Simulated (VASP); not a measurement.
# Sb (I4/mmm) in VASP: a series of runs, part 2 of 2

VASP 6.6.1. Earlier steps stand in the parts before.

### Step 5. Single point, PBEsol (zz strain of -2 %)

The input, INCAR:

```
SYSTEM = Sb
PREC     = Accurate       ! precision mode
ENCUT    = 520            ! plane-wave cutoff, eV
EDIFF    = 1E-7           ! SCF threshold, eV
ISMEAR   = -1             ! smearing method
SIGMA    = 0.05           ! smearing width, eV
LREAL    = .False.        ! projectors in reciprocal space
LASPH    = .True.         ! aspherical terms in the spheres
NELM     = 100            ! most SCF steps
ALGO     = Normal         ! electronic algorithm
ISIF     = 2              ! what is computed and relaxed
LWAVE    = .False.        ! write WAVECAR
LCHARG   = .False.        ! write CHGCAR
GGA      = PS             ! functional
NBANDS   = 8              ! bands
```

The input, KPOINTS:

```
regular mesh
0
Gamma
  19 19 19
  0 0 0
```

The input, POSCAR:

```
Sb
1.0
   -1.5050000000      1.5050000000      2.4304000000
    1.5050000000     -1.5050000000      2.4304000000
    1.5050000000      1.5050000000     -2.4304000000
Sb
1
Direct
    0.0000000000      0.0000000000      0.0000000000
```

Potentials or basis: VASP PAW PBE potentials, release 64 (Sb).

Started as:

```sh
$ cat potpaw_PBE.64/Sb/POTCAR > POTCAR
$ mpirun -np 1 vasp_std > vasp.out
```

OUTCAR:

```text
SYSTEM = Sb
   PREC = Accurate
   ENCUT = 520
   EDIFF = 1E-7
   ISMEAR = -1
   LREAL = .False.
   LASPH = .True.
   NELM = 100
   ISIF = 2
   GGA = PS

 ion  position               nearest neighbor table
   1  0.000  0.000  0.000-

  LATTYP: Found a body centered tetragonal cell.
 ALAT       =     3.0100000000
 C/A-ratio  =     1.6148837209

  Lattice vectors:

 A1 = (  -1.5050000000,   1.5050000000,   2.4304000000)
 A2 = (   1.5050000000,  -1.5050000000,   2.4304000000)
 A3 = (   1.5050000000,   1.5050000000,  -2.4304000000)

Analysis of symmetry for initial positions (statically):
=====================================================================
 Subroutine PRICEL returns:
 Original cell was already a primitive cell.

 Routine SETGRP: Setting up the symmetry group for a
 body centered tetragonal supercell.

 Subroutine GETGRP returns: Found 16 space group operations
 (whereof 16 operations were pure point group operations)
 out of a pool of 16 trial point group operations.

The static configuration has the point symmetry D_4h.

Analysis of symmetry for dynamics (positions and initial velocities):
=====================================================================
 Subroutine PRICEL returns:
 Original cell was already a primitive cell.

 Routine SETGRP: Setting up the symmetry group for a
 body centered tetragonal supercell.

 Subroutine GETGRP returns: Found 16 space group operations
 (whereof 16 operations were pure point group operations)
 out of a pool of 16 trial point group operations.

The dynamic configuration has the point symmetry D_4h.

 Subroutine INISYM returns: Found 16 space group operations
 (whereof 16 operations are pure point group operations),
 and found     1 'primitive' translations

----------------------------------------------------------------------------------------

                                     Primitive cell

  volume of cell :      22.0197

[... 101 lines left out ...]
   ISMEAR =    -1;   SIGMA  =   0.05  broadening in eV -4-tet -1-fermi 0-gaus
   EFERMI_NEDOS =   21; number of points for ismear=-14 and -15
   IALGO  =     38    algorithm
   IMIX   =      4    mixing-type and parameters
     AMIX     =   0.40;   BMIX     =  1.00
     AMIX_MAG =   1.60;   BMIX_MAG =  1.00
  volume/ion in A,a.u.               =      22.02       148.60
  Fermi-wavevector in a.u.,A,eV,Ry     =   0.998760  1.887383 13.572111  0.997522
  Thomas-Fermi vector in A             =   2.131005
   LORBIT       =      0    0 simple, 1 ext, 2 COOP (PROOUT), +10 PAW based schemes
   GGA     = PS    functional components
   LHFCALC =     F    Hartree Fock is set to
   AEXX    =    0.0000 exact exchange contribution
   IVDW    =     0    specifies the selected vdW correction
   LEPSILON=     F    determine dielectric tensor
   LRPA    =     F    only Hartree local field effects (RPA)
 non-spin polarized calculation
  energy-cutoff  :      520.00
  volume of cell :       22.02
 maximum number of plane-waves:       629
   NGX = 11   NGY = 11   NGZ = 11

 number of electron       5.0000000 magnetization

 Free energy of the ion-electron system (eV)
  ---------------------------------------------------
  ext. energy  EPLUGINS =         0.00000000
  ---------------------------------------------------
  free energy    TOTEN  =        -4.11057655 eV

  energy without entropy =       -4.10651186  energy(sigma->0) =       -4.10854420

 E-fermi :  11.2861     XC(G=0): -11.2221

 val. band max:       11.2835573677   @ k =  -0.4211  -0.4737   0.3684
 cond. band min:      11.2962436518   @ k =  -0.4211   0.4211   0.0526
 fundamental gap:      0.0126862841
 Fermi energy:        11.2861394138

 k-point     1 :       0.0000    0.0000    0.0000
  band No.  band energies     occupation
      1      -3.4629      2.00000
      2      18.0655      0.00000
      3      18.1730      0.00000
      4      18.1730      0.00000
      5      21.5465      0.00000
      6      21.6373      0.00000
      7      22.4132      0.00000
      8      22.4132      0.00000
[... 243 lines left out ...]
 k-point    24 :      -0.2632    0.0526    0.0000
  band No.  band energies     occupation
      1      -1.9235      2.00000
      2      10.6253      2.00000
      3      15.3520      0.00000
      4      17.3941      0.00000
      5      19.9763      0.00000
      6      21.6741      0.00000
      7      23.0632      0.00000
      8      23.9188      0.00000

 [... further k-points ...]
[... 5 lines left out ...]
  --------------------------------------------------------------------------------------
  -------------------------------------------------------------------------------------
  Total        2.5014959      2.5014959      2.3853849      0.0000000      0.0000000      0.0000000
  in kB      182.0118330    182.0118330    173.5634612      0.0000000      0.0000000      0.0000000
  external PRESSURE =     179.1957091 kB  Pullay stress =       0.0000000 kB

 VOLUME and BASIS-vectors are now :
 -----------------------------------------------------------------------------
  energy-cutoff  :      520.00
  volume of cell :       22.02
      direct lattice vectors                 reciprocal lattice vectors
    -1.505000000  1.505000000  2.430400000     0.000000000  0.332225914  0.205727452
     1.505000000 -1.505000000  2.430400000     0.332225914  0.000000000  0.205727452
     1.505000000  1.505000000 -2.430400000     0.332225914  0.332225914  0.000000000

 POSITION                                       TOTAL-FORCE (eV/Angst)
 -----------------------------------------------------------------------------------
      0.00000      0.00000      0.00000        -0.000000     -0.000000      0.000000
 -----------------------------------------------------------------------------------
    total drift:                                0.000000     -0.000000      0.000000

  FREE ENERGIE OF THE ION-ELECTRON SYSTEM (eV)
  ---------------------------------------------------
  free  energy   TOTEN  =        -4.1105765469 eV

  energy  without entropy=       -4.1065118571  energy(sigma->0) =       -4.10854420
```

stdout:

```text
POSCAR found type information on POSCAR Sb
 POSCAR found :  1 types and       1 ions
 scaLAPACK will be used
 -----------------------------------------------------------------------------
|                                                                             |
|                                                                             |
|     You enforced a specific xc type in the INCAR file but a different       |
|     I HOPE YOU KNOW WHAT YOU ARE DOING!                                     |
|                                                                             |
 -----------------------------------------------------------------------------

 LDA part: xc-table for (Slater+PW92), standard interpolation
 POSCAR, INCAR and KPOINTS ok, starting setup
 FFT: planning ... GRIDC
 FFT: planning ... GRID_SOFT
 FFT: planning ... GRID
 WAVECAR not read
 entering main loop
```

Wall time 22 s (1 thread of Intel Xeon 6975P-C (Granite Rapids), shared host); peak memory 0.21 GiB.

Results:

```yaml
Free_energy: -4.1106 eV
Pressure: 17.9 GPa
```

Levels at points of the mesh, in eV from the Fermi level:
| k point | band 1 | band 2 | band 3 | band 4 | band 5 | band 6 |
| --- | --- | --- | --- | --- | --- | --- |
| (0.00, 0.00, 0.00) | -14.75 | 6.78 | 6.89 | 6.89 | 10.26 | 10.35 |

Caveat: the cell differs from its parent crystal (zz strain of -2 %); the PAW data sets were made with another functional, which shifts forces and pressure a little; spin-orbit coupling is left out, which moves the levels of the heavy elements.

### Step 6. Summary

| cell | gap on the mesh (eV) | pressure (GPa) |
| --- | --- | --- |
| a = 3.212 Å, angles 124.1, 124.1, 83.0°, 1 atom | none | 19.3 |
| a = 3.241 Å, angles 125.2, 125.2, 81.3°, 1 atom | none | 18.9 |
| a = 3.246 Å, angles 125.2, 125.2, 81.3°, 1 atom | none | 18.1 |
| a = 3.231 Å, angles 124.5, 124.5, 82.4°, 1 atom | none | 17.9 |

Alike in all rows: task single point; level PBEsol; potentials or basis VASP PAW PBE potentials, release 64 (Sb); no spin polarisation; k mesh 19 × 19 × 19; cutoff (eV) 520; smearing fermi-dirac 0.05 eV.

Caveats: the PAW data sets were made with another functional, which shifts forces and pressure a little; spin-orbit coupling is left out, which moves the levels of the heavy elements.

Absolute energies hang on the potentials; compare differences alone.
